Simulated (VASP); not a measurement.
# Mg (P6_3/mmc) in VASP: notebook, part 2 of 3

VASP 6.6.1.

## 3. Relaxation of cell and atoms, LDA, target pressure 10 GPa, at which the enthalpy is minimised

INCAR reads:

```
SYSTEM = Mg
ALGO = Normal
EDIFF = 1E-6
EDIFFG = -0.002
ENCUT = 600
GGA = CA
IBRION = 2
ISIF = 3
ISMEAR = -1
LASPH = .TRUE.
LCHARG = .FALSE.
LREAL = .FALSE.
LWAVE = .FALSE.
NELM = 80
NSW = 100
PREC = Accurate
PSTRESS = 100.0
SIGMA = 0.1
```

KPOINTS reads:

```
k-points
0
G
  18 18 10
  0 0 0
```

POSCAR reads:

```
Mg
1.0
    3.1357687887      0.0000000000      0.0000000000
   -1.5678843944      2.7156554314      0.0000000000
    0.0000000000      0.0000000000      5.0810750094
Mg
2
Direct
    0.3333333333      0.6666666667      0.2500000000
    0.6666666667      0.3333333333      0.7500000000
```

Potentials or basis: VASP PAW LDA potentials, release 64 (Mg).

On the command line:

```bash
$ cat potpaw_LDA.64/Mg/POTCAR > POTCAR
$ mpirun -np 1 vasp_std > vasp.out
```

OUTCAR:

```text
SYSTEM = Mg
   EDIFF = 1E-6
   EDIFFG = -0.002
   ENCUT = 600
   GGA = CA
   IBRION = 2
   ISIF = 3
   ISMEAR = -1
   LASPH = .TRUE.
   LREAL = .FALSE.
   NELM = 80
   NSW = 100
   PREC = Accurate
   PSTRESS = 100.0

 ion  position               nearest neighbor table
   1  0.333  0.667  0.250-   2 3.12   2 3.12   2 3.12   2 3.12   2 3.12   2 3.12
   2  0.667  0.333  0.750-   1 3.12   1 3.12   1 3.12   1 3.12   1 3.12   1 3.12

  LATTYP: Found a hexagonal cell.
 ALAT       =     3.1357687887
 C/A-ratio  =     1.6203602216

  Lattice vectors:

 A1 = (   3.1357687887,   0.0000000000,   0.0000000000)
 A2 = (  -1.5678843944,   2.7156554314,   0.0000000000)
 A3 = (   0.0000000000,   0.0000000000,   5.0810750094)

Analysis of symmetry for initial positions (statically):
=====================================================================
 Subroutine PRICEL returns:
 Original cell was already a primitive cell.

 Routine SETGRP: Setting up the symmetry group for a
 hexagonal supercell.

 Subroutine GETGRP returns: Found 24 space group operations
 (whereof 12 operations were pure point group operations)
 out of a pool of 24 trial point group operations.

The static configuration has the point symmetry D_3d.
 The point group associated with its full space group is D_6h.

Analysis of symmetry for dynamics (positions and initial velocities):
=====================================================================
 Subroutine PRICEL returns:
 Original cell was already a primitive cell.

 Routine SETGRP: Setting up the symmetry group for a
 hexagonal supercell.

 Subroutine GETGRP returns: Found 24 space group operations
 (whereof 12 operations were pure point group operations)
 out of a pool of 24 trial point group operations.

The dynamic configuration has the point symmetry D_3d.
 The point group associated with its full space group is D_6h.

 Subroutine INISYM returns: Found 24 space group operations
[... 125 lines left out ...]
   IVDW    =     0    specifies the selected vdW correction
   LEPSILON=     F    determine dielectric tensor
   LRPA    =     F    only Hartree local field effects (RPA)
 conjugate gradient relaxation of ions
 non-spin polarized calculation
  energy-cutoff  :      600.00
  volume of cell :       43.27
 maximum number of plane-waves:      1466
 NGX is ok and might be reduce to    28
   NGX = 13   NGY = 13   NGZ = 21

--------------------------------------- Ionic step        1  -------------------------------------------

 number of electron       4.0000000 magnetization

 Free energy of the ion-electron system (eV)
  ---------------------------------------------------
  ext. energy  EPLUGINS =         0.00000000
  ---------------------------------------------------
  free energy    TOTEN  =        -3.63398385 eV

  energy without entropy =       -3.60744230  energy(sigma->0) =       -3.62071308

------------------------ aborting loop because EDIFF is reached ----------------------------------------

  FORCE on cell =-STRESS in cart. coord.  units (eV):
  Direction    XX          YY          ZZ          XY          YZ          ZX
  --------------------------------------------------------------------------------------
  -------------------------------------------------------------------------------------
  Total       -0.0878123     -0.0878123     -0.0929836      0.0000000      0.0000000      0.0000000
  in kB       -3.2515578     -3.2515578     -3.4430432      0.0000000      0.0000000      0.0000000
  external PRESSURE =    -103.3153863 kB  Pullay stress =     100.0000000 kB
[... 291 lines left out ...]
--------------------------------------- Ionic step        9  -------------------------------------------

 number of electron       4.0000000 magnetization

 Free energy of the ion-electron system (eV)
  ---------------------------------------------------
  ext. energy  EPLUGINS =         0.00000000
  ---------------------------------------------------
  free energy    TOTEN  =        -3.45009517 eV

  energy without entropy =       -3.42785003  energy(sigma->0) =       -3.43897260

 E-fermi :   3.8441     XC(G=0):  -9.4904

 val. band max:        3.8307283825   @ k =   0.1111   0.0000   0.1000
 cond. band min:       3.8521756924   @ k =   0.1667   0.1111   0.0000
 fundamental gap:      0.0214473099
 Fermi energy:         3.8440762158

 k-point     1 :       0.0000    0.0000    0.0000
  band No.  band energies     occupation
      1      -4.1687      2.00000
      2       1.8192      2.00000
      3       2.6269      1.99999
      4      16.1362      0.00000
      5      16.1362      0.00000
      6      16.7076      0.00000
[... 199 lines left out ...]
 k-point    24 :       0.3889    0.1111    0.0000
  band No.  band energies     occupation
      1       0.4481      2.00000
      2       2.7880      1.99995
      3       6.0521      0.00000
      4       6.9732      0.00000
      5       8.3532      0.00000
      6       8.4292      0.00000

 [... further k-points ...]

------------------------ aborting loop because EDIFF is reached ----------------------------------------

  FORCE on cell =-STRESS in cart. coord.  units (eV):
  Direction    XX          YY          ZZ          XY          YZ          ZX
  --------------------------------------------------------------------------------------
  -------------------------------------------------------------------------------------
  Total        2.2518430      2.2518430      2.2559755     -0.0000000      0.0000000      0.0000000
  in kB       99.9638413     99.9638413    100.1472932     -0.0000000      0.0000000      0.0000000
  external PRESSURE =       0.0249920 kB  Pullay stress =     100.0000000 kB
[... 21 lines left out ...]
  energy  without entropy=       -3.4278500260  energy(sigma->0) =       -3.43897260

  enthalpy is  TOTEN    =        -1.1974376752 eV   P V=        2.2526574949

 reached required accuracy - stopping structural energy minimisation
```

Wall time 2 min (1 thread of Intel Xeon Platinum 8488C (Sapphire Rapids), shared host); peak memory 0.22 GiB.

Results:

```
Free energy                                                : -3.4501 eV
Relaxed volume                                             : 18.05 Å³/atom
Relaxed cell                                               : a = 2.954 Å, b = 2.954 Å, c = 4.776 Å, α = 90.00°, β = 90.00°, γ = 120.00°
Space group after relaxing (to 0.1 Å)                      : P6_3/mmc (No. 194)
Energy change on relaxing (the run minimises the enthalpy) : +91.9 meV/atom
Ionic steps                                                : 9
Pressure after relaxing                                    : 10.0 GPa
Band gap on the k mesh                                     : zero (bands 2 and 3 overlap by 2.22 eV)
```

The path:
| step | energy change (eV) | largest force (eV/Å) | pressure (GPa) | volume (Å³) |
| --- | --- | --- | --- | --- |
| 1 | 0.0000 | 0.0000 | -0.33 | 43.27 |
| 2 | 0.2522 | 0.0000 | 12.26 | 35.11 |
| 3 | 0.1854 | 0.0000 | 10.06 | 36.07 |
| 4 | 0.1770 | 0.0000 | 9.76 | 36.20 |
| 5 | 0.1772 | 0.0000 | 9.77 | 36.20 |
| 6 | 0.1774 | 0.0000 | 9.78 | 36.20 |
| 7 | 0.1788 | 0.0000 | 9.83 | 36.17 |
| 8 | 0.1829 | 0.0000 | 9.97 | 36.11 |
| 9 | 0.1839 | 0.0000 | 10.00 | 36.09 |

Final structure:
```xyz
2
Lattice="2.9540 0.0000 0.0000 -1.4770 2.5583 0.0000 0.0000 0.0000 4.7758" Properties=species:S:1:pos:R:3 pbc="T T T"
Mg    0.0000    1.7055    1.1940
Mg    1.4770    0.8528    3.5819
```

Levels at points of the mesh, in eV from the Fermi level:
| k point | band 1 | band 2 | band 3 | band 4 | band 5 | band 6 |
| --- | --- | --- | --- | --- | --- | --- |
| (0.00, 0.00, 0.00) | -8.01 | -2.02 | -1.22 | 12.29 | 12.29 | 12.86 |
| (0.50, 0.00, 0.00) | -2.56 | -2.37 | 3.06 | 3.15 | 4.02 | 4.28 |
| (0.00, 0.00, 0.50) | -6.38 | -6.38 | 5.84 | 5.84 | 13.06 | 13.06 |
| (0.50, 0.00, 0.50) | -1.35 | -1.35 | -0.41 | -0.41 | 8.86 | 8.86 |

Caveat: the cell is relaxed towards a set pressure, so the run minimises the enthalpy, not the energy; the volume moved by over 15 % at a fixed basis, so the end points are rough.

(Continued in part 3 of 3.)

The gap in the log of VASP goes by the Fermi energy; the results here count the filled bands.